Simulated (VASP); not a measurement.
ZnIr2O4, 14 atoms in the cell. It takes space group Fd-3m (No. 227, cubic). The conventional cell has a = 8.636 Å, b = 8.636 Å, c = 8.636 Å, α = 90.00°, β = 90.00°, γ = 90.00°. Within 2.7 Å of Zn (site symmetry -43m) lie 4 O at 2.02 Å. Within 2.7 Å of Ir (site symmetry -3m) lie 6 O at 2.07 Å. O (site symmetry 3m) has 1 Zn at 2.02 Å and 3 Ir at 2.07 Å and 3 O at 2.80 Å within 2.9 Å. 

| Quantity | Value |
| --- | --- |
| Program | VASP 6.6.1 |
| Task | single point |
| Functional | r2SCAN |
| Potentials or basis | VASP PAW PBE potentials, release 64 (Zn, Ir, O) |
| Cutoff | 520 eV |
| k mesh | 6 × 6 × 6 |
| Occupations | gaussian, width 0.01 eV |
| Spin | no spin polarisation |
| Dipole correction | no |
| Further INCAR settings | ALGO = Normal; EDIFF = 1e-06; NBANDS = 67 |

Potentials or basis: VASP PAW PBE potentials, release 64 (Zn, Ir, O).

Launch:

```console
$ cat potpaw_PBE.64/Zn/POTCAR potpaw_PBE.64/Ir/POTCAR potpaw_PBE.64/O/POTCAR > POTCAR
$ cp INCAR.step1 INCAR
$ mpirun -np 1 vasp_std > vasp.out
$ cp INCAR.step2 INCAR
$ mpirun -np 1 vasp_std > vasp.out
```

Hardware: 1 thread of AMD EPYC 7R13 (shared host).

Problem. How long does it take, and how much memory?

Solution. Wall time 16 min on 1 thread of AMD EPYC 7R13, with other jobs on the host, peak memory 0.42 GiB. Counts: k points 16.
